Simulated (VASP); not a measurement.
Wanted: the native input for a VASP 6.6.1 run.

| Quantity | Value |
| --- | --- |
| Task | single point |
| Functional | PBEsol |
| Potentials or basis | VASP PAW PBE potentials, release 64 (Ti_sv, C) |
| Cutoff | 520 eV |
| k mesh | 24 × 24 × 24 |
| Occupations | gaussian, width 0.15 eV |
| Spin | no spin polarisation |
| Dipole correction | no |
| Further INCAR settings | ALGO = Normal; EDIFF = 1e-07; NBANDS = 15 |

The structure of TiC lies in POSCAR:

```
TiC
1.0
    0.0000000000      2.1466854677      2.1466854677
    2.1466854677      0.0000000000      2.1466854677
    2.1466854677      2.1466854677      0.0000000000
Ti C
1 1
Direct
    0.0000000000      0.0000000000      0.0000000000
    0.6019012814      0.6019012814      0.3980987186
```

This cell differs from its parent crystal: all C atoms moved +0.438 Å, as atom 2 along Cartesian [0 0 1].

The input as run:

INCAR

```
SYSTEM = TiC
ALGO = Normal
EDIFF = 1E-7
ENCUT = 520
GGA = PS
ISIF = 2
ISMEAR = 0
LASPH = .True.
LCHARG = .False.
LREAL = .False.
LWAVE = .False.
NBANDS = 15
NELM = 100
PREC = Accurate
SIGMA = 0.15
```

KPOINTS

```
k-points
0
Gamma
  24 24 24
  0 0 0
```

Potentials or basis: VASP PAW PBE potentials, release 64 (Ti_sv, C).

Run with:

```sh
$ cat potpaw_PBE.64/Ti_sv/POTCAR potpaw_PBE.64/C/POTCAR > POTCAR
$ mpirun -np 1 vasp_std > vasp.out
```

It gave:

```yaml
Pressure: 28.1 GPa
Largest_force: 7.278 eV/Å
Band_gap_on_the_k_mesh: zero (band 8 reaches 9.55 eV, above the bottom of band 9 at 8.65 eV)
```

Caveat: the cell differs from its parent crystal (all C atoms moved +0.438 Å, as atom 2 along Cartesian [0 0 1]); the PAW data sets were made with another functional, which shifts forces and pressure a little.

It took 100 s on 1 thread of Intel(R) Xeon(R) 6975P-C (Granite Rapids) (shared host), peak memory 0.41 GiB.
